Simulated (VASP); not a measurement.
W: single point with PBE+D4

The system is W.

```xyz
1
Lattice="0.0000 2.0040 2.0040 2.0040 0.0000 2.0040 2.0040 2.0040 0.0000" Properties=species:S:1:pos:R:3 pbc="T T T"
W     0.0000    0.0000    0.0000
```

```yaml
Program: VASP 6.6.1
Task: single point
Functional: PBE
Dispersion: D4
Potentials_or_basis: VASP PAW PBE potentials, release 64 (W_sv)
Cutoff: 520 eV
k_mesh: 11 × 11 × 11
Occupations: fermi-dirac, width 0.05 eV
Spin: no spin polarisation
Dipole_correction: no
Further_INCAR_settings: ALGO = Normal; EDIFF = 1e-07; NBANDS = 13
```

```
Pressure                   : 0.5 GPa
Band gap on the k mesh     : zero (band 7 reaches 13.52 eV, above the bottom of band 8 at 10.18 eV)
Dispersion energy per atom : -0.712 eV
```

Levels at points of the mesh, in eV from the Fermi level:
```
           k point  band 5  band 6  band 7  band 8  band 9  band 10
(0.00, 0.00, 0.00)   -9.08   -0.57   -0.57   -0.57    2.64     2.64
```

Wall time 15 s on 1 thread of Intel(R) Xeon(R) Platinum 8259CL CPU @ 2.50GHz (Skylake/Cascade Lake), with other jobs on the host, peak memory 0.14 GiB.

Caveat: spin-orbit coupling is left out, which moves the levels of the heavy elements; pairwise dispersion overbinds metals, which lowers pressure and volume.
